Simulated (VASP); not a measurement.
Crystal: Ca.

```
Ca
1.0
     0.00000    2.78841    2.78841
     2.78841    0.00000    2.78841
     2.78841    2.78841    0.00000
Ca
1
Cartesian
  0.0000 0.0000 0.0000
```

| Item | Value |
| --- | --- |
| Program | VASP 6.6.1 |
| Task | relaxation of cell and atoms |
| Functional | PBEsol |
| Potentials or basis | VASP PAW PBE potentials, release 64 (Ca_sv) |
| Cutoff | 600 eV |
| k mesh | 18 × 18 × 18 |
| Occupations | gaussian, width 0.1 eV |
| Spin | no spin polarisation |

At the start: pressure -1.0 GPa; volume 43.36 Å³/atom.

Problem. Where does the relaxation end?

Solution. Over 3 steps the energy falls by 9.2 meV/atom and the volume is 40.72 Å³/atom (-6.1 %); space group Fm-3m (No. 225, to 0.1 Å) before and after.

The path:
| step | energy change (eV) | largest force (eV/Å) | pressure (GPa) | volume (Å³) |
| --- | --- | --- | --- | --- |
| 1 | 0.0000 | 0.0000 | -1.04 | 43.36 |
| 2 | -0.0079 | 0.0000 | -0.41 | 41.63 |
| 3 | -0.0092 | 0.0000 | -0.03 | 40.72 |

Final structure:
```
Ca
1.0
     0.00000    2.73053    2.73053
     2.73053    0.00000    2.73053
     2.73053    2.73053    0.00000
Ca
1
Direct
  0.00000 0.00000 0.00000
```

Caveat: the PAW data sets were made with another functional, which shifts forces and pressure a little.
